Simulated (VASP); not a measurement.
Input of a VASP 6.6.1 run:

INCAR

```
PREC = Accurate
ENCUT = 600
EDIFF = 1E-7
ISMEAR = 0
SIGMA = 0.1
LREAL = F
LASPH = T
NELM = 150
ALGO = Normal
ISIF = 3
LWAVE = F
LCHARG = F
ISPIN = 2
MAGMOM = 2.74 0.38
LORBIT = 11
LMAXMIX = 4
GGA = PS
IBRION = 2
NSW = 80
EDIFFG = -0.01
```

KPOINTS

```
regular mesh
0
Gamma
  8 8 8
```

The input POSCAR:

```
CoO
1.0
   -1.5080001529      1.5080001529      2.1072499549
    1.5080001529     -1.5080001529      2.1072499549
    1.5080001529      1.5080001529     -2.1072499549
Co O
1 1
Direct
    0.0000000000      0.0000000000      0.0000000000
    0.5000000000      0.5000000000      0.0000000000
```

Potentials or basis: VASP PAW PBE potentials, release 64 (Co, O).

Run with:

```bash
$ cat potpaw_PBE.64/Co/POTCAR potpaw_PBE.64/O/POTCAR > POTCAR
$ mpirun -np 1 vasp_std > vasp.out
```

(1) Estimate the relaxed cell.

(2) Estimate the space group after relaxing (to 0.1 Å).

(3) Predict the net moment.

Results:

(1) a = 2.945 Å, b = 2.945 Å, c = 2.945 Å, α = 119.93°, β = 119.93°, γ = 90.12°.

(2) Fm-3m (No. 225).

(3) 2.80 μB per cell.

Caveat: a cell with one magnetic atom can't hold antiferromagnetic order, which such compounds often take.
